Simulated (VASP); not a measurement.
# C (P6_3/mmc) in VASP: a series of runs, part 2 of 2

VASP 6.6.1.

## (3) Single point, PBEsol (volume scaled by 1.015, then relaxed in part)

INCAR reads:

```
PREC = Accurate
ENCUT = 520
EDIFF = 1E-6
ISMEAR = 0
SIGMA = 0.01
LREAL = False
LASPH = True
NELM = 80
ALGO = Normal
ISIF = 2
LWAVE = False
LCHARG = False
GGA = PS
NBANDS = 16
```

KPOINTS reads:

```
Automatic mesh
0
Gamma
  10 10 4
```

POSCAR reads:

```
C
1.0
    2.4711013559      0.0000000000      0.0000000000
   -1.2355506779      2.1400365495      0.0000000000
    0.0000000000      0.0000000000      7.2833478676
C
4
Direct
    0.0000000000      0.0000000000      0.0025000000
    0.0000000000      0.0000000000      0.5025000000
    0.3333333333      0.6666666667      0.0025000000
    0.6666666667      0.3333333333      0.5025000000
```

Potentials or basis: VASP PAW PBE potentials, release 64 (C).

Command:

```
$ cat potpaw_PBE.64/C/POTCAR > POTCAR
$ mpirun -np 1 vasp_std > vasp.out
```

OUTCAR:

```text
PREC = Accurate
   ENCUT = 520
   EDIFF = 1E-6
   ISMEAR = 0
   LREAL = False
   LASPH = True
   NELM = 80
   ISIF = 2
   GGA = PS

 ion  position               nearest neighbor table
   1  0.000  0.000  0.002-   3 1.43   3 1.43   3 1.43
   2  0.000  0.000  0.502-   4 1.43   4 1.43   4 1.43
   3  0.333  0.667  0.002-   1 1.43   1 1.43   1 1.43
   4  0.667  0.333  0.502-   2 1.43   2 1.43   2 1.43

  LATTYP: Found a hexagonal cell.
 ALAT       =     2.4711013559
 C/A-ratio  =     2.9474096035

  Lattice vectors:

 A1 = (   2.4711013559,   0.0000000000,   0.0000000000)
 A2 = (  -1.2355506779,   2.1400365495,   0.0000000000)
 A3 = (   0.0000000000,   0.0000000000,   7.2833478676)

Analysis of symmetry for initial positions (statically):
=====================================================================
 Subroutine PRICEL returns:
 Original cell was already a primitive cell.

 Routine SETGRP: Setting up the symmetry group for a
 hexagonal supercell.

 Subroutine GETGRP returns: Found 24 space group operations
 (whereof  6 operations were pure point group operations)
 out of a pool of 24 trial point group operations.

The static configuration has the point symmetry C_3v.
 The point group associated with its full space group is D_6h.

Analysis of symmetry for dynamics (positions and initial velocities):
=====================================================================
 Subroutine PRICEL returns:
 Original cell was already a primitive cell.

 Routine SETGRP: Setting up the symmetry group for a
 hexagonal supercell.

 Subroutine GETGRP returns: Found 24 space group operations
 (whereof  6 operations were pure point group operations)
 out of a pool of 24 trial point group operations.

The dynamic configuration has the point symmetry C_3v.
 The point group associated with its full space group is D_6h.

 Subroutine INISYM returns: Found 24 space group operations
 (whereof  6 operations are pure point group operations),
 and found     1 'primitive' translations

[... 120 lines left out ...]
  Fermi-wavevector in a.u.,A,eV,Ry     =   1.221520  2.308338 20.301402  1.492111
  Thomas-Fermi vector in A             =   2.356699
   LORBIT       =      0    0 simple, 1 ext, 2 COOP (PROOUT), +10 PAW based schemes
   GGA     = PS    functional components
   LHFCALC =     F    Hartree Fock is set to
   AEXX    =    0.0000 exact exchange contribution
   IVDW    =     0    specifies the selected vdW correction
   LEPSILON=     F    determine dielectric tensor
   LRPA    =     F    only Hartree local field effects (RPA)
 non-spin polarized calculation
 Gauss-broadening in eV      SIGMA  =   0.01
  energy-cutoff  :      520.00
  volume of cell :       38.52
 maximum number of plane-waves:      1058
   NGX =  9   NGY =  9   NGZ = 27

 number of electron      15.9999995 magnetization

 Free energy of the ion-electron system (eV)
  ---------------------------------------------------
  ext. energy  EPLUGINS =         0.00000000
  ---------------------------------------------------
  free energy    TOTEN  =       -38.58421224 eV

  energy without entropy =      -38.58421224  energy(sigma->0) =      -38.58421224

 E-fermi :   3.2371     XC(G=0):  -9.9535

 val. band max:        3.1823270874   @ k =   0.3000   0.3000   0.0000
 cond. band min:       4.6878775569   @ k =   0.3000   0.3000   0.0000
 fundamental gap:      1.5055504695
 Fermi energy:         3.2371009564

 k-point     1 :       0.0000    0.0000    0.0000
  band No.  band energies     occupation
      1     -15.6265      2.00000
      2     -15.4666      2.00000
      3      -4.3498      2.00000
      4      -3.0426      2.00000
      5       0.8749      2.00000
      6       0.8749      2.00000
[... 433 lines left out ...]
      3      -8.4476      2.00000
      4      -8.3891      2.00000
      5      -3.1905      2.00000
      6      -3.1661      2.00000
[... 8 lines left out ...]
     15      16.6117      0.00000
     16      17.6832      0.00000

 [... further k-points ...]

------------------------ aborting loop because EDIFF is reached ----------------------------------------

  FORCE on cell =-STRESS in cart. coord.  units (eV):
  Direction    XX          YY          ZZ          XY          YZ          ZX
  --------------------------------------------------------------------------------------
  -------------------------------------------------------------------------------------
  Total       -1.1474587     -1.1474587      0.0014980     -0.0000000     -0.0000000     -0.0000000
  in kB      -47.7314750    -47.7314750      0.0623129     -0.0000000     -0.0000000     -0.0000000
  external PRESSURE =     -31.8002124 kB  Pullay stress =       0.0000000 kB

 VOLUME and BASIS-vectors are now :
 -----------------------------------------------------------------------------
  energy-cutoff  :      520.00
  volume of cell :       38.52
      direct lattice vectors                 reciprocal lattice vectors
     2.471101356  0.000000000  0.000000000     0.404677857  0.233640869  0.000000000
    -1.235550678  2.140036549  0.000000000     0.000000000  0.467281739  0.000000000
     0.000000000  0.000000000  7.283347868     0.000000000  0.000000000  0.137299497

 POSITION                                       TOTAL-FORCE (eV/Angst)
 -----------------------------------------------------------------------------------
      0.00000      0.00000      0.01821        -0.000000      0.000000      0.000000
      0.00000      0.00000      3.65988         0.000000      0.000000      0.000000
     -0.00000      1.42669      0.01821         0.000000      0.000000     -0.000000
      1.23555      0.71335      3.65988        -0.000000     -0.000000      0.000000
 -----------------------------------------------------------------------------------
    total drift:                               -0.000000     -0.000000     -0.000015

  FREE ENERGIE OF THE ION-ELECTRON SYSTEM (eV)
  ---------------------------------------------------
  free  energy   TOTEN  =       -38.5842122432 eV

  energy  without entropy=      -38.5842122432  energy(sigma->0) =      -38.58421224
```

stdout:

```text
POSCAR found type information on POSCAR C
 POSCAR found :  1 types and       4 ions
 scaLAPACK will be used
 -----------------------------------------------------------------------------
|                                                                             |
|                                                                             |
|     You enforced a specific xc type in the INCAR file but a different       |
|     I HOPE YOU KNOW WHAT YOU ARE DOING!                                     |
|                                                                             |
 -----------------------------------------------------------------------------

 LDA part: xc-table for (Slater+PW92), standard interpolation
 POSCAR, INCAR and KPOINTS ok, starting setup
 FFT: planning ... GRIDC
 FFT: planning ... GRID_SOFT
 FFT: planning ... GRID
 WAVECAR not read
 entering main loop
```

Wall time 11 s (1 thread of AMD EPYC 9R45 (Zen 5), shared host); peak memory 0.11 GiB.

What came out:

- Free energy: -38.5842 eV
- Pressure: -3.2 GPa
- Band gap on the k mesh: 1.51 eV, direct

Caveat: the PAW data sets were made with another functional, which shifts forces and pressure a little; this functional lacks dispersion, which binds the layers, so the pressure and a relaxed spacing across them are unreliable. A k mesh can miss the band edges.
